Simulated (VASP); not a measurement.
Input of a VASP 6.6.1 run:

Contents of INCAR:

```
SYSTEM = PPd12
PREC = Accurate
ENCUT = 520
EDIFF = 1E-6
ISMEAR = 0
SIGMA = 0.15
LREAL = .FALSE.
LASPH = .TRUE.
NELM = 60
ALGO = Normal
ISIF = 2
LWAVE = .FALSE.
LCHARG = .FALSE.
GGA = PE
NBANDS = 74
```

KPOINTS

```
regular mesh
0
G
  4 4 1
  0 0 0
```

The input POSCAR:

```
PPd12
1.0
    5.5012910000      0.0000000000      0.0000000000
    2.7506450000      4.7642580000      0.0000000000
    0.0000000000      0.0000000000     16.4917850000
Pd P
12 1
Direct
    0.1666667000      0.1666667000      0.0606362000
    0.6666667000      0.1666667000      0.0606362000
    0.1666667000      0.6666667000      0.0606362000
    0.6666667000      0.6666667000      0.0606362000
   -0.1668686751      0.3331506539      0.2020080893
    0.3335119226      0.3329779618      0.2021135544
   -0.1670364688      0.8335211246      0.2021100394
    0.3332485117      0.8332587353      0.2006536737
   -0.0063546417      0.0028759676      0.3443935154
    0.5026476571      0.0026699346      0.3448858862
   -0.0002254948      0.4997988801      0.3401237255
    0.5028461428      0.4936832965      0.3444100059
    0.3322751566      0.8323818703      0.4375589030
```

Potentials or basis: VASP PAW PBE potentials, release 64 (Pd, P).

Run with:

```bash
$ cat potpaw_PBE.64/Pd/POTCAR potpaw_PBE.64/P/POTCAR > POTCAR
$ mpirun -np 1 vasp_std > vasp.out
```

What does it give for the band gap on the k mesh?

Zero (an odd number of electrons rules out a gap without spin polarisation).

What does it give for the largest force?

0.134 eV/Å.

Forces in eV/Å, atoms in the order of the input:
```
Pd   0.001 -0.010 -0.018
Pd  -0.002 -0.001  0.134
Pd   0.007  0.004 -0.013
Pd  -0.008  0.006 -0.018
Pd   0.004  0.002 -0.009
Pd  -0.005  0.004 -0.010
Pd   0.001 -0.006 -0.010
Pd  -0.001 -0.001 -0.004
Pd  -0.010  0.003 -0.021
Pd   0.007  0.004 -0.035
Pd   0.001  0.000 -0.015
Pd  -0.002 -0.010 -0.021
P    0.007  0.004  0.039
```

Caveat: there is no dipole correction, which matters where the two faces differ.
